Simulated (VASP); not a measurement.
Runs of VASP 6.6.1 on Ga3Sb. The structure is that of space group Pmmm (No. 47), or close to it. The cells are those of the table. 

```csv
task,cell,k mesh,cutoff (eV),gap on the mesh (eV),pressure (GPa),largest force (eV/Å)
relaxation of cell and atoms,"relaxed from a = 3.390, b = 5.340, c = 5.675 Å, 4 atoms",6 × 4 × 4,600,none,0.1,0.03
single point,"a = 2.946, b = 4.096, c = 9.051 Å, 4 atoms",16 × 10 × 6,520,none,0.1,-
single point,"a = 3.390, b = 5.340, c = 5.675 Å, 4 atoms",6 × 4 × 4,520,none,(a),22.77
single point,"a = 2.850, b = 5.169, c = 8.051 Å, 4 atoms",6 × 4 × 4,520,none,0.1,0.02
```

Alike in all rows: level PBE; potentials or basis VASP PAW PBE potentials, release 64 (Ga_d, Sb); no spin polarisation; smearing gaussian 0.1 eV.

Fill in the values left out.

(a) 43.7.

Caveats: some runs use coarse meshes; spin-orbit coupling is left out, which moves the levels of the heavy elements; forces of over 1 eV/Å act on the atoms, so gaps and moduli don't describe the material at rest (some runs).

A k mesh can miss the band edges, and the runs leave out spin-orbit coupling on Ga, Sb.

A gap of «none» marks levels without a gap at the run's occupations.
